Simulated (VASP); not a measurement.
Set up this calculation in VASP 6.6.1, as the native input.

* Task: single point
* Functional: r2SCAN
* Potentials or basis: VASP PAW PBE potentials, release 64 (Cs_sv, Cl)
* Cutoff: 550 eV
* k mesh: 4 × 4 × 4
* Occupations: gaussian, width 0.5 eV
* Spin: no spin polarisation
* Dipole correction: no
* Further INCAR settings: ALGO = Normal; EDIFF = 1e-06; NBANDS = 15

CsCl:

```
Cs Cl
1.0
     4.13683    0.00000    0.00000
     0.00000    4.13683    0.00000
     0.00000    0.00000    4.13683
Cs Cl
1 1
Direct
  0.00000 0.00000 0.00000
  0.50000 0.50000 0.50000
```

The input as run:

POSCAR

```
CsCl
1.0
    4.1368324570      0.0000000000      0.0000000000
    0.0000000000      4.1368324570      0.0000000000
    0.0000000000      0.0000000000      4.1368324570
Cs Cl
1 1
Direct
    0.0000000000      0.0000000000      0.0000000000
    0.5000000000      0.5000000000      0.5000000000
```

INCAR.step1

```
PREC = Accurate ; ENCUT = 550
ISMEAR = 0 ; SIGMA = 0.5
LREAL = False ; LASPH = True
NELM = 120 ; NBANDS = 15
GGA = PE ; ALGO = Normal
EDIFF = 1E-5 ; LWAVE = True
LCHARG = False ; GGA_COMPAT = False
```

INCAR.step2

```
PREC = Accurate ; ENCUT = 550
EDIFF = 1E-6 ; ISMEAR = 0
SIGMA = 0.5 ; LREAL = False
LASPH = True ; NELM = 120
ALGO = Normal ; ISIF = 2
LWAVE = False ; LCHARG = True
METAGGA = R2SCAN ; LMIXTAU = True
LELF = True ; LVHAR = True
NBANDS = 15 ; ISTART = 1
GGA_COMPAT = False
```

KPOINTS

```
regular mesh
0
Gamma
  4 4 4
```

Potentials or basis: VASP PAW PBE potentials, release 64 (Cs_sv, Cl).

Launch:

```bash
$ cat potpaw_PBE.64/Cs_sv/POTCAR potpaw_PBE.64/Cl/POTCAR > POTCAR
$ cp INCAR.step1 INCAR
$ mpirun -np 1 vasp_std > vasp.out
$ cp INCAR.step2 INCAR
$ mpirun -np 1 vasp_std > vasp.out
```

Results of the run:

```json
{"Pressure": "0.1 GPa", "Band gap on the k mesh": "5.91 eV"}
```

Caveat: so wide a smearing shifts energies and pressures; the PAW data sets were made with another functional, which shifts forces and pressure a little; spin-orbit coupling is left out, which moves the levels of the heavy elements.

Wall time 30 s on 1 thread of AMD EPYC 7R13 Processor (Zen 3), with other jobs on the host, peak memory 0.16 GiB.
